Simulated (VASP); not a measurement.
Write the native input for VASP 6.6.1 that does the following.

```yaml
Task: single point
Functional: PBEsol
Potentials_or_basis: VASP PAW PBE potentials, release 64 (Si, C)
Cutoff: 600 eV
k_mesh: 8 × 6 × 10
Occupations: gaussian, width 0.02 eV
Spin: no spin polarisation
Dipole_correction: no
Further_INCAR_settings: ALGO = Normal; EDIFF = 1e-06; NBANDS = 16
```

The structure of SiC (a.eA) lies in POSCAR:

```
SiC
1.0
    3.1807798076      0.0000000000      0.0000000000
    0.0000000000      4.4983018932      0.0000000000
    0.0000000000      0.0000000000      3.0030912500
Si C
2 2
Direct
    0.0000000000      0.0000000000      0.0000000000
    0.5000000000      0.5000000000      0.5000023000
    0.5000000000      0.2500000000      0.0000000000
    1.0000000000      0.7500000000      0.5000023000
```

The input as run:

INCAR

```
PREC     = Accurate       # precision mode
ENCUT    = 600            # plane-wave cutoff, eV
EDIFF    = 1E-6           # SCF threshold, eV
ISMEAR   = 0              # smearing method
SIGMA    = 0.02           # smearing width, eV
LREAL    = False          # projectors in reciprocal space
LASPH    = True           # aspherical terms in the spheres
NELM     = 120            # most SCF steps
ALGO     = Normal         # electronic algorithm
ISIF     = 2              # what is computed and relaxed
LWAVE    = False          # write WAVECAR
LCHARG   = False          # write CHGCAR
GGA      = PS             # functional
NBANDS   = 16             # bands
GGA_COMPAT= False
```

KPOINTS

```
regular mesh
0
Gamma
  8 6 10
```

Potentials or basis: VASP PAW PBE potentials, release 64 (Si, C).

The run is started by

```sh
$ cat potpaw_PBE.64/Si/POTCAR potpaw_PBE.64/C/POTCAR > POTCAR
$ mpirun -np 1 vasp_std > vasp.out
```

Results of the run:

* Pressure: -7.0 GPa
* Largest force: 0.380 eV/Å
* Band gap on the k mesh: 0.93 eV

Caveat: the PAW data sets were made with another functional, which shifts forces and pressure a little.

Wall time 30 s on 1 thread of Intel(R) Xeon(R) 6975P-C (Granite Rapids) (shared host), peak memory 0.21 GiB.
